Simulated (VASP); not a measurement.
# Na3HfO (Pm-3m) in VASP: single point with PBE

Aim: the single point of Na3HfO with PBE.

All numbers are computed with VASP 6.6.1; they aren't measurements. Logs are shortened: lines on timing, memory, paths and dates and some standing lists are left out, and cuts for length are marked.

**1. The cell of the first run**

Symmetry: Pm-3m, No. 221, cubic system. The conventional cell has a = 4.035 Å, b = 4.035 Å, c = 4.035 Å, α = 90.00°, β = 90.00°, γ = 90.00°. Na (site symmetry 4/mmm) has 2 Hf at 2.02 Å within 2.7 Å. Within 2.7 Å of Hf (site symmetry m-3m) lie 6 Na at 2.02 Å. O (site symmetry m-3m) has 12 Na at 2.85 Å and 8 Hf at 3.49 Å within 3.8 Å.

**2. Single point, PBE**

Input file INCAR:

```
SYSTEM = Na3HfO
ALGO     = Normal         ! electronic algorithm
EDIFF    = 1E-7           ! SCF threshold, eV
ENCUT    = 520            ! plane-wave cutoff, eV
GGA      = PE             ! functional
ISIF     = 2              ! what is computed and relaxed
ISMEAR   = 0              ! smearing method
LASPH    = .True.         ! aspherical terms in the spheres
LCHARG   = .False.        ! write CHGCAR
LREAL    = .False.        ! projectors in reciprocal space
LWAVE    = .False.        ! write WAVECAR
NBANDS   = 26             ! bands
NELM     = 60             ! most SCF steps
PREC     = Accurate       ! precision mode
SIGMA    = 0.1            ! smearing width, eV
```

Input file KPOINTS:

```
k-points
0
Gamma
  4 4 4
  0 0 0
```

Input file POSCAR:

```
Na3HfO
1.0
    4.0351485600      0.0000000000      0.0000000000
    0.0000000000      4.0351485600      0.0000000000
    0.0000000000      0.0000000000      4.0351485600
Na Hf O
3 1 1
Direct
    0.5000000000      0.0000000000      0.0000000000
    0.0000000000      0.5000000000      0.0000000000
    0.0000000000      0.0000000000      0.5000000000
    0.0000000000      0.0000000000      0.0000000000
    0.5000000000      0.5000000000      0.5000000000
```

Potentials or basis: VASP PAW PBE potentials, release 64 (Na_pv, Hf_pv, O).

The run is started by

```bash
$ cat potpaw_PBE.64/Na_pv/POTCAR potpaw_PBE.64/Hf_pv/POTCAR potpaw_PBE.64/O/POTCAR > POTCAR
$ mpirun -np 1 vasp_std > vasp.out
```

OUTCAR:

```text
SYSTEM = Na3HfO
   EDIFF = 1E-7
   ENCUT = 520
   GGA = PE
   ISIF = 2
   ISMEAR = 0
   LASPH = .True.
   LREAL = .False.
   NELM = 60
   PREC = Accurate

 ion  position               nearest neighbor table
   1  0.500  0.000  0.000-   4 2.02   4 2.02
   2  0.000  0.500  0.000-   4 2.02   4 2.02
   3  0.000  0.000  0.500-   4 2.02   4 2.02
   4  0.000  0.000  0.000-   1 2.02   2 2.02   3 2.02   3 2.02   2 2.02   1 2.02
   5  0.500  0.500  0.500-

  LATTYP: Found a simple cubic cell.
 ALAT       =     4.0351485600

  Lattice vectors:

 A1 = (   4.0351485600,   0.0000000000,   0.0000000000)
 A2 = (   0.0000000000,   4.0351485600,   0.0000000000)
 A3 = (   0.0000000000,   0.0000000000,   4.0351485600)

Analysis of symmetry for initial positions (statically):
=====================================================================
 Subroutine PRICEL returns:
 Original cell was already a primitive cell.

 Routine SETGRP: Setting up the symmetry group for a
 simple cubic supercell.

 Subroutine GETGRP returns: Found 48 space group operations
 (whereof 48 operations were pure point group operations)
 out of a pool of 48 trial point group operations.

The static configuration has the point symmetry O_h .

Analysis of symmetry for dynamics (positions and initial velocities):
=====================================================================
 Subroutine PRICEL returns:
 Original cell was already a primitive cell.

 Routine SETGRP: Setting up the symmetry group for a
 simple cubic supercell.

 Subroutine GETGRP returns: Found 48 space group operations
 (whereof 48 operations were pure point group operations)
 out of a pool of 48 trial point group operations.

The dynamic configuration has the point symmetry O_h .

 Subroutine INISYM returns: Found 48 space group operations
 (whereof 48 operations are pure point group operations),
 and found     1 'primitive' translations

----------------------------------------------------------------------------------------

                                     Primitive cell

  volume of cell :      65.7020

  direct lattice vectors                    reciprocal lattice vectors
     4.035148560  0.000000000  0.000000000     0.247822350  0.000000000  0.000000000
     0.000000000  4.035148560  0.000000000     0.000000000  0.247822350  0.000000000
[... 74 lines left out ...]
   ENCUT  =  520.0 eV  38.22 Ry    6.18 a.u.   7.50  7.50  7.50*2*pi/ulx,y,z
   NELM   =     60;   NELMIN=  2; NELMDL= -5     # of ELM steps
   EDIFF  = 0.1E-06   stopping-criterion for ELM
   LREAL  =      F    real-space projection
   EDIFFG = 0.1E-05   stopping-criterion for IOM
   NSW    =      0    number of steps for IOM
   IBRION =     -1    ionic relax: 0-MD 1-quasi-New 2-CG
   NFREE  =      0    steps in history (QN), initial steepest desc. (CG)
   ISIF   =      2    stress and relaxation
   ISYM   =      2    0-nonsym 1-usesym 2-fastsym
   POTIM  = 0.5000    time-step for ionic-motion
   TEBEG  =    0.0;   TEEND  =   0.0 temperature during run
   PSTRESS=    0.0 pullay stress
   NELECT =      37.0000    total number of electrons
   NUPDOWN=      -1.0000    fix difference up-down
   EMIN   =  10.00;   EMAX   =-10.00  energy-range for DOS
   EFERMI =   0.00;   METHOD = LEGACY
   ISMEAR =     0;   SIGMA  =   0.10  broadening in eV -4-tet -1-fermi 0-gaus
   EFERMI_NEDOS =   21; number of points for ismear=-14 and -15
   IALGO  =     38    algorithm
   IMIX   =      4    mixing-type and parameters
     AMIX     =   0.40;   BMIX     =  1.00
     AMIX_MAG =   1.60;   BMIX_MAG =  1.00
  volume/ion in A,a.u.               =      13.14        88.68
  Fermi-wavevector in a.u.,A,eV,Ry     =   1.351914  2.554748 24.866997  1.827673
  Thomas-Fermi vector in A             =   2.479297
   LORBIT       =      0    0 simple, 1 ext, 2 COOP (PROOUT), +10 PAW based schemes
   GGA     = PE    functional components
   LHFCALC =     F    Hartree Fock is set to
   AEXX    =    0.0000 exact exchange contribution
   IVDW    =     0    specifies the selected vdW correction
   LEPSILON=     F    determine dielectric tensor
   LRPA    =     F    only Hartree local field effects (RPA)
 non-spin polarized calculation
 Gauss-broadening in eV      SIGMA  =   0.10
  energy-cutoff  :      520.00
  volume of cell :       65.70
 maximum number of plane-waves:      1800
   NGX = 15   NGY = 15   NGZ = 15

 number of electron      36.9999924 magnetization

 Free energy of the ion-electron system (eV)
  ---------------------------------------------------
  ext. energy  EPLUGINS =         0.00000000
  ---------------------------------------------------
  free energy    TOTEN  =         2.48477700 eV

  energy without entropy =        2.54545935  energy(sigma->0) =        2.51511817

 E-fermi :   5.0376     XC(G=0): -10.5628

 val. band max:        5.0263122720   @ k =   0.2500   0.2500   0.2500
 cond. band min:       5.0414220163   @ k =   0.2500   0.2500   0.0000
 fundamental gap:      0.0151097444
 Fermi energy:         5.0375819792

 k-point     1 :       0.0000    0.0000    0.0000
  band No.  band energies     occupation
      1     -27.6898      2.00000
      2     -27.6898      2.00000
      3     -27.6898      2.00000
      4     -21.7891      2.00000
      5     -21.7891      2.00000
      6     -21.7891      2.00000
[... 279 lines left out ...]
     25       8.6014      0.00000
     26      12.2748      0.00000

------------------------ aborting loop because EDIFF is reached ----------------------------------------

  FORCE on cell =-STRESS in cart. coord.  units (eV):
  Direction    XX          YY          ZZ          XY          YZ          ZX
  --------------------------------------------------------------------------------------
  -------------------------------------------------------------------------------------
  Total       26.3819865     26.3819865     26.3819865      0.0000000     -0.0000000      0.0000000
  in kB      643.3384244    643.3384244    643.3384244      0.0000000     -0.0000000      0.0000000
  external PRESSURE =     643.3384244 kB  Pullay stress =       0.0000000 kB

 VOLUME and BASIS-vectors are now :
 -----------------------------------------------------------------------------
  energy-cutoff  :      520.00
  volume of cell :       65.70
      direct lattice vectors                 reciprocal lattice vectors
     4.035148560  0.000000000  0.000000000     0.247822350  0.000000000  0.000000000
     0.000000000  4.035148560  0.000000000     0.000000000  0.247822350  0.000000000
     0.000000000  0.000000000  4.035148560     0.000000000  0.000000000  0.247822350

 POSITION                                       TOTAL-FORCE (eV/Angst)
 -----------------------------------------------------------------------------------
      2.01757      0.00000      0.00000         0.000000      0.000000      0.000000
      0.00000      2.01757      0.00000         0.000000      0.000000      0.000000
      0.00000      0.00000      2.01757         0.000000      0.000000      0.000000
      0.00000      0.00000      0.00000         0.000000      0.000000      0.000000
      2.01757      2.01757      2.01757         0.000000      0.000000      0.000000
 -----------------------------------------------------------------------------------
    total drift:                                0.000000     -0.000000      0.000000

  FREE ENERGIE OF THE ION-ELECTRON SYSTEM (eV)
  ---------------------------------------------------
  free  energy   TOTEN  =         2.4847769976 eV

  energy  without entropy=        2.5454593504  energy(sigma->0) =        2.51511817
```

It took 16 s on 1 thread of AMD EPYC 7R13 (Zen 3), shared host; peak memory 0.14 GiB.

Results:

| Quantity | Value |
| --- | --- |
| Free energy | 2.4848 eV |
| Pressure | 64.3 GPa |

Caveat: the k points lie up to 0.39 Å⁻¹ apart; spin-orbit coupling is left out, which moves the levels of the heavy elements; an odd number of electrons without spin polarisation forces a metal; a magnetic or distorted state may lie lower.
